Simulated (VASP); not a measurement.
# Ga2TeO3: single point with PBE

Crystal: Ga2TeO3.

```
Ga Te O
1.0
    -2.72795    2.72795    3.65817
     2.72795   -2.72795    3.65817
     2.72795    2.72795   -3.65817
Ga Te O
2 1 3
Cartesian
  0.0000 2.7279 1.8291
  2.7279 0.0000 1.8291
  0.0000 0.0000 0.0000
  0.0000 2.7279 0.0000
  2.7279 0.0000 0.0000
  0.0000 0.0000 3.6582
```

```yaml
Program: VASP 6.6.1
Task: single point
Functional: PBE
Potentials_or_basis: VASP PAW PBE potentials, release 64 (Ga_d, Te, O)
Cutoff: 520 eV
k_mesh: 10 × 10 × 10
Occupations: gaussian, width 0.1 eV
Spin: no spin polarisation
Dipole_correction: no
Further_INCAR_settings: ALGO = Normal; EDIFF = 1e-07; NBANDS = 34
```

```
Pressure               : 0.0 GPa
Band gap on the k mesh : zero (bands 25 and 26 overlap by 0.67 eV)
```

Stress tensor (GPa, compression positive):
```
-0.19  0.00  0.00
 0.00 -0.19  0.00
 0.00  0.00  0.52
```

Levels at points of the mesh, in eV from the Fermi level:
| k point | band 22 | band 23 | band 24 | band 25 | band 26 | band 27 | band 28 | band 29 |
| --- | --- | --- | --- | --- | --- | --- | --- | --- |
| (0.00, 0.00, 0.00) | -2.03 | -0.13 | 0.05 | 0.05 | 0.38 | 0.38 | 0.97 | 0.97 |
| (0.50, 0.00, 0.00) | -1.56 | -1.21 | -0.72 | 0.01 | 0.54 | 0.63 | 1.61 | 2.32 |
| (0.50, 0.50, 0.00) | -3.14 | -1.55 | -0.50 | -0.30 | -0.18 | 0.49 | 1.81 | 2.31 |
| (0.50, 0.50, 0.50) | -1.29 | -0.01 | 0.00 | 0.00 | 0.66 | 0.66 | 3.50 | 3.50 |

Wall time 8.3 min on 1 thread of Intel(R) Xeon(R) Platinum 8259CL CPU @ 2.50GHz (Skylake/Cascade Lake), with other jobs on the host, peak memory 0.48 GiB.

Caveat: spin-orbit coupling is left out, which moves the levels of the heavy elements.
